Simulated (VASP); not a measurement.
# Cu3O (Im-3m) in VASP: density of states with PBE

Aim: the density of states of Cu3O with PBE.

Program: VASP 6.6.1. These are calculated values, not measurements. Logs are shortened: lines on timing, memory, paths and dates and some standing lists are left out, and cuts for length are marked.

## Step 1: The cell of the first run

It takes space group Im-3m (No. 229, cubic). The conventional cell has a = 4.631 Å, b = 4.631 Å, c = 4.631 Å, α = 90.00°, β = 90.00°, γ = 90.00°. Cu (site symmetry 4/mmm) has 4 Cu at 2.32 Å and 2 O at 2.32 Å within 3.1 Å. O (site symmetry m-3m) has 6 Cu at 2.32 Å within 3.1 Å.

## Step 2: Density of states, PBE

Input file POSCAR:

```
Cu3O
1.0
   -2.3153495095      2.3153495095      2.3153495095
    2.3153495095     -2.3153495095      2.3153495095
    2.3153495095      2.3153495095     -2.3153495095
Cu O
3 1
Direct
    0.0000000000      0.5000000000      0.5000000000
    0.5000000000      0.0000000000      0.5000000000
    0.5000000000      0.5000000000      0.0000000000
    0.0000000000      0.0000000000      0.0000000000
```

Input file INCAR.step1:

```
SYSTEM = Cu3O
PREC = Accurate
ENCUT = 520
EDIFF = 1E-6
ISMEAR = 0
SIGMA = 0.1
LREAL = .False.
LASPH = .True.
NELM = 100
ALGO = Normal
ISIF = 2
LWAVE = .False.
LCHARG = .True.
LMAXMIX = 4
GGA = PE
NBANDS = 28
```

Input file KPOINTS.step1:

```
regular mesh
0
Gamma
  14 14 14
  0 0 0
```

Input file INCAR.step2:

```
SYSTEM = Cu3O
PREC = Accurate
ENCUT = 520
EDIFF = 1E-6
ISMEAR = -5
SIGMA = 0.1
LREAL = .False.
LASPH = .True.
NELM = 100
ALGO = Normal
ISIF = 2
LWAVE = .False.
LCHARG = .False.
LMAXMIX = 4
GGA = PE
LORBIT = 11
NEDOS = 2001
ICHARG = 11
```

Input file KPOINTS.step2:

```
regular mesh
0
Gamma
  21 21 21
  0 0 0
```

Potentials or basis: VASP PAW PBE potentials, release 64 (Cu, O).

The run is started by

```sh
> cat potpaw_PBE.64/Cu/POTCAR potpaw_PBE.64/O/POTCAR > POTCAR
> cp INCAR.step1 INCAR
> cp KPOINTS.step1 KPOINTS
> mpirun -np 1 vasp_std > vasp.out
> cp INCAR.step2 INCAR
> cp KPOINTS.step2 KPOINTS
> mpirun -np 1 vasp_std > vasp.out
```

OUTCAR:

```text
SYSTEM = Cu3O
   PREC = Accurate
   ENCUT = 520
   EDIFF = 1E-6
   ISMEAR = -5
   LREAL = .False.
   LASPH = .True.
   NELM = 100
   ISIF = 2
   GGA = PE
   LORBIT = 11
   ICHARG = 11

 ion  position               nearest neighbor table
   1  0.000  0.500  0.500-   2 2.32   3 2.32   4 2.32   4 2.32   3 2.32   2 2.32
   2  0.500  0.000  0.500-   1 2.32   3 2.32   4 2.32   3 2.32   4 2.32   1 2.32
   3  0.500  0.500  0.000-   1 2.32   2 2.32   4 2.32   2 2.32   1 2.32   4 2.32
   4  0.000  0.000  0.000-   1 2.32   2 2.32   3 2.32   1 2.32   2 2.32   3 2.32

  LATTYP: Found a body centered cubic cell.
 ALAT       =     4.6306990190

  Lattice vectors:

 A1 = (  -2.3153495095,   2.3153495095,   2.3153495095)
 A2 = (   2.3153495095,  -2.3153495095,   2.3153495095)
 A3 = (   2.3153495095,   2.3153495095,  -2.3153495095)

Analysis of symmetry for initial positions (statically):
=====================================================================
 Subroutine PRICEL returns:
 Original cell was already a primitive cell.

 Routine SETGRP: Setting up the symmetry group for a
 body centered cubic supercell.

 Subroutine GETGRP returns: Found 48 space group operations
 (whereof 48 operations were pure point group operations)
 out of a pool of 48 trial point group operations.

The static configuration has the point symmetry O_h .

Analysis of symmetry for dynamics (positions and initial velocities):
=====================================================================
 Subroutine PRICEL returns:
 Original cell was already a primitive cell.

 Routine SETGRP: Setting up the symmetry group for a
 body centered cubic supercell.

 Subroutine GETGRP returns: Found 48 space group operations
 (whereof 48 operations were pure point group operations)
 out of a pool of 48 trial point group operations.

The dynamic configuration has the point symmetry O_h .

 Subroutine INISYM returns: Found 48 space group operations
 (whereof 48 operations are pure point group operations),
 and found     1 'primitive' translations

----------------------------------------------------------------------------------------

                                     Primitive cell

  volume of cell :      49.6489

  direct lattice vectors                    reciprocal lattice vectors
    -2.315349509  2.315349509  2.315349509     0.000000000  0.215950118  0.215950118
     2.315349509 -2.315349509  2.315349509     0.215950118  0.000000000  0.215950118
     2.315349509  2.315349509 -2.315349509     0.215950118  0.215950118  0.000000000

  length of vectors
     4.010302988  4.010302988  4.010302988     0.305399586  0.305399586  0.305399586

  position of ions in fractional coordinates (direct lattice)
     0.000000000  0.500000000  0.500000000
     0.500000000  0.000000000  0.500000000
     0.500000000  0.500000000  0.000000000
     0.000000000  0.000000000  0.000000000

  ion indices of the primitive-cell ions
   primitive index   ion index
                 1           1
                 2           2
                 3           3
                 4           4

----------------------------------------------------------------------------------------

 KPOINTS: regular mesh

Automatic generation of k-mesh.
 Grid dimensions read from file:
 generate k-points for:   21   21   21

 Generating k-lattice:

  Cartesian coordinates                     Fractional coordinates (reciprocal lattice)
     0.000000000  0.010283339  0.010283339     0.047619048  0.000000000  0.000000000
     0.010283339  0.000000000  0.010283339     0.000000000  0.047619048  0.000000000
     0.010283339  0.010283339  0.000000000     0.000000000  0.000000000  0.047619048

  Length of vectors
     0.014542837  0.014542837  0.014542837

  Shift w.r.t. Gamma in fractional coordinates (k-lattice)
     0.000000000  0.000000000  0.000000000

 TETIRR: Found  10986 inequivalent tetrahedra from    55566

 Subroutine IBZKPT returns following result:
 ===========================================

 Found    286 irreducible k-points:

 Following reciprocal coordinates:
            Coordinates               Weight
  0.000000  0.000000  0.000000      1.000000
  0.047619  0.000000  0.000000     12.000000
  0.095238  0.000000  0.000000     12.000000
  0.142857  0.000000  0.000000     12.000000
  0.190476  0.000000  0.000000     12.000000
  0.238095  0.000000  0.000000     12.000000
[... 16 lines left out ...]
  0.142857  0.095238  0.000000     48.000000
  0.190476  0.095238  0.000000     48.000000
 [... further k-points ...]
   k-points           NKPTS =    286   k-points in BZ     NKDIM =    286   number of bands    NBANDS=     23
   number of dos      NEDOS =   2001   number of ions     NIONS =      4
   total plane-waves  NPLWV =  27000
   dimension x,y,z NGX =    30 NGY =   30 NGZ =   30
   dimension x,y,z NGXF=    60 NGYF=   60 NGZF=   60
   ions per type =               3   1
   NGX,Y,Z   is equivalent  to a cutoff of  12.44, 12.44, 12.44 a.u.
   NGXF,Y,Z  is equivalent  to a cutoff of  24.87, 24.87, 24.87 a.u.
 SYSTEM =  Cu3O
   PREC   = accura    normal or accurate (medium, high low for compatibility)
   ISTART =      0    job   : 0-new  1-cont  2-samecut
   ICHARG =     11    charge: 1-file 2-atom 10-const
   ISPIN  =      1    spin polarized calculation?
   LNONCOLLINEAR =      F non collinear calculations
   LSORBIT =      F    spin-orbit coupling
   LASPH  =      T    aspherical Exc in radial PAW
   ENCUT  =  520.0 eV  38.22 Ry    6.18 a.u.   7.46  7.46  7.46*2*pi/ulx,y,z
   NELM   =    100;   NELMIN=  2; NELMDL=  0     # of ELM steps
   EDIFF  = 0.1E-05   stopping-criterion for ELM
   LREAL  =      F    real-space projection
   EDIFFG = 0.1E-04   stopping-criterion for IOM
   NSW    =      0    number of steps for IOM
   IBRION =     -1    ionic relax: 0-MD 1-quasi-New 2-CG
   NFREE  =      0    steps in history (QN), initial steepest desc. (CG)
   ISIF   =      2    stress and relaxation
   ISYM   =      2    0-nonsym 1-usesym 2-fastsym
   POTIM  = 0.5000    time-step for ionic-motion
   TEBEG  =    0.0;   TEEND  =   0.0 temperature during run
   PSTRESS=    0.0 pullay stress
   NELECT =      39.0000    total number of electrons
   NUPDOWN=      -1.0000    fix difference up-down
   EMIN   =  10.00;   EMAX   =-10.00  energy-range for DOS
   EFERMI =   0.00;   METHOD = LEGACY
   ISMEAR =    -5;   SIGMA  =   0.10  broadening in eV -4-tet -1-fermi 0-gaus
   EFERMI_NEDOS =   21; number of points for ismear=-14 and -15
   IALGO  =     38    algorithm
   IMIX   =      4    mixing-type and parameters
     AMIX     =   0.40;   BMIX     =  1.00
     AMIX_MAG =   1.60;   BMIX_MAG =  1.00
  volume/ion in A,a.u.               =      12.41        83.76
  Fermi-wavevector in a.u.,A,eV,Ry     =   1.510520  2.854469 31.044014  2.281671
  Thomas-Fermi vector in A             =   2.620699
   LORBIT       =     11    0 simple, 1 ext, 2 COOP (PROOUT), +10 PAW based schemes
   GGA     = PE    functional components
   LHFCALC =     F    Hartree Fock is set to
   AEXX    =    0.0000 exact exchange contribution
   IVDW    =     0    specifies the selected vdW correction
   LEPSILON=     F    determine dielectric tensor
   LRPA    =     F    only Hartree local field effects (RPA)
 non-spin polarized calculation
 Fermi weights with tetrahedron method with Bloechl corrections
  energy-cutoff  :      520.00
  volume of cell :       49.65
 maximum number of plane-waves:      1409
 NGX is ok and might be reduce to    30

 number of electron      39.0000067 magnetization

 Free energy of the ion-electron system (eV)
  ---------------------------------------------------
  ext. energy  EPLUGINS =         0.00000000
  ---------------------------------------------------
  free energy    TOTEN  =       -14.57186724 eV

  energy without entropy =      -14.57186724  energy(sigma->0) =      -14.57186724

 E-fermi :   5.3771     XC(G=0): -11.6702

 val. band max:        5.3836181933   @ k =  -0.2381   0.2857   0.1429
 cond. band min:       5.4053792717   @ k =  -0.2857   0.3810   0.0952
 fundamental gap:      0.0217610784
 Fermi energy:         5.3771146328

 k-point     1 :       0.0000    0.0000    0.0000
  band No.  band energies     occupation
      1     -12.5959      2.00000
      2      -0.7871      2.00000
      3       1.3524      2.00000
      4       1.3524      2.00000
      5       1.4053      2.00000
      6       1.4053      2.00000
[... 15 lines left out ...]
     22      10.1197      0.00000
     23      10.1197      0.00000

 k-point     2 :       0.0476    0.0000    0.0000
  band No.  band energies     occupation
      1     -12.5914      2.00000
      2      -0.7862      2.00000
      3       1.3555      2.00000
      4       1.3625      2.00000
      5       1.3730      2.00000
      6       1.3787      2.00000
[... 15 lines left out ...]
     22      10.0725      0.00000
     23      10.1329      0.00000

 k-point     3 :       0.0952    0.0000    0.0000
  band No.  band energies     occupation
      1     -12.5792      2.00000
      2      -0.7852      2.00000
      3       1.2925      2.00000
      4       1.3146      2.00000
      5       1.3696      2.00000
      6       1.3917      2.00000
[... 15 lines left out ...]
     22       9.9421      0.00000
     23      10.1728      0.00000
[... 495 lines left out ...]
 k-point    23 :       0.1429    0.0952    0.0000
  band No.  band energies     occupation
      1     -12.5258      2.00000
      2      -0.7992      2.00000
      3       1.1048      2.00000
      4       1.1728      2.00000
      5       1.3708      2.00000
      6       1.4265      2.00000
[... 15 lines left out ...]
     22       8.9352      0.00000
     23      10.7733      0.00000

 k-point    24 :       0.1905    0.0952    0.0000
  band No.  band energies     occupation
      1     -12.4994      2.00000
      2      -0.8130      2.00000
      3       0.9946      2.00000
      4       1.1616      2.00000
      5       1.3277      2.00000
      6       1.4681      2.00000
[... 15 lines left out ...]
     22       8.7343      0.00000
     23      10.9362      0.00000

 [... further k-points ...]
[... 5 lines left out ...]
  --------------------------------------------------------------------------------------
  -------------------------------------------------------------------------------------
  Total        0.2709883      0.2709883      0.2709883      0.0000000      0.0000000     -0.0000000
  in kB        8.7448331      8.7448331      8.7448331      0.0000000      0.0000000     -0.0000000
  external PRESSURE =       8.7448331 kB  Pullay stress =       0.0000000 kB

 VOLUME and BASIS-vectors are now :
 -----------------------------------------------------------------------------
  energy-cutoff  :      520.00
  volume of cell :       49.65
      direct lattice vectors                 reciprocal lattice vectors
    -2.315349509  2.315349509  2.315349509     0.000000000  0.215950118  0.215950118
     2.315349509 -2.315349509  2.315349509     0.215950118  0.000000000  0.215950118
     2.315349509  2.315349509 -2.315349509     0.215950118  0.215950118  0.000000000

 POSITION                                       TOTAL-FORCE (eV/Angst)
 -----------------------------------------------------------------------------------
      2.31535      0.00000      0.00000        -0.000000      0.000000      0.000000
      0.00000      2.31535      0.00000        -0.000000      0.000000     -0.000000
      0.00000      0.00000      2.31535         0.000000     -0.000000      0.000000
      0.00000      0.00000      0.00000        -0.000000     -0.000000     -0.000000
 -----------------------------------------------------------------------------------
    total drift:                               -0.000000     -0.000000      0.000000

  FREE ENERGIE OF THE ION-ELECTRON SYSTEM (eV)
  ---------------------------------------------------
  free  energy   TOTEN  =       -14.5718672441 eV

  energy  without entropy=      -14.5718672441  energy(sigma->0) =      -14.57186724

 total charge

# of ion       s       p       d       tot
------------------------------------------
    1        0.427   0.271   9.236   9.934
    2        0.427   0.271   9.236   9.934
    3        0.427   0.271   9.236   9.934
    4        1.616   3.164   0.000   4.780
--------------------------------------------------
tot          2.896   3.978  27.708  34.582
```

It took 2.6 min on 1 thread of Intel Xeon 6975P-C (Granite Rapids), shared host; peak memory 0.41 GiB.

What came out:

```
Valence electrons inside the program's atomic spheres : Cu 9.93; O 4.78
```

Caveat: an odd number of electrons without spin polarisation forces a metal; a magnetic or distorted state may lie lower; tetrahedron occupations give inexact forces and stress in metals.
